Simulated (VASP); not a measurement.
Here is a VASP 6.6.1 calculation.

File POSCAR:

```
BaTiO3
1.0
    4.0586171800      0.0000000000      0.0000000000
    0.0000000000      4.0586171800      0.0000000000
    0.0000000000      0.0000000000      4.0586171800
Ba Ti O
1 1 3
Direct
    0.0000000000      0.0000000000      0.0000000000
    0.5000000000      0.5000000000      0.5000000000
    0.5000000000      0.5000000000      0.0000000000
    0.0000000000      0.5000000000      0.5000000000
    0.5000000000      0.0000000000      0.5000000000
```

File INCAR.step1:

```
SYSTEM = BaTiO3
PREC = Accurate
ENCUT = 910
ISMEAR = -1
SIGMA = 0.1
LREAL = .False.
LASPH = .True.
NELM = 120
NBANDS = 28
GGA = PE
ALGO = Normal
EDIFF = 1E-5
LWAVE = .True.
LCHARG = .False.
GGA_COMPAT = .False.
```

INCAR.step2

```
SYSTEM = BaTiO3
PREC = Accurate
ENCUT = 910
EDIFF = 1E-6
ISMEAR = -1
SIGMA = 0.1
LREAL = .False.
LASPH = .True.
NELM = 120
ALGO = Normal
ISIF = 2
LWAVE = .False.
LCHARG = .True.
METAGGA = R2SCAN
LMIXTAU = .True.
LELF = .True.
LVHAR = .True.
NBANDS = 28
ISTART = 1
GGA_COMPAT = .False.
```

The input KPOINTS:

```
Automatic mesh
0
Gamma
  6 6 6
  0 0 0
```

Potentials or basis: VASP PAW PBE potentials, release 64 (Ba_sv, Ti_sv, O_h).

The run is started by

```console
$ cat potpaw_PBE.64/Ba_sv/POTCAR potpaw_PBE.64/Ti_sv/POTCAR potpaw_PBE.64/O_h/POTCAR > POTCAR
$ cp INCAR.step1 INCAR
$ mpirun -np 1 vasp_std > vasp.out
$ cp INCAR.step2 INCAR
$ mpirun -np 1 vasp_std > vasp.out
```

Predict the band gap on the k mesh.

2.04 eV (least direct gap 2.23 eV).

Predict the pressure.

-6.3 GPa.

Caveat: the cutoff is under 1.25 times the usual one of these potentials, so pressure, stress and relaxed cells hold a basis-set (Pulay) error; the cell stands under tension; the PAW data sets were made with another functional, which shifts forces and pressure a little; spin-orbit coupling is left out, which moves the levels of the heavy elements. r2SCAN opens gaps a little over a GGA but as a rule still falls short of measured ones.
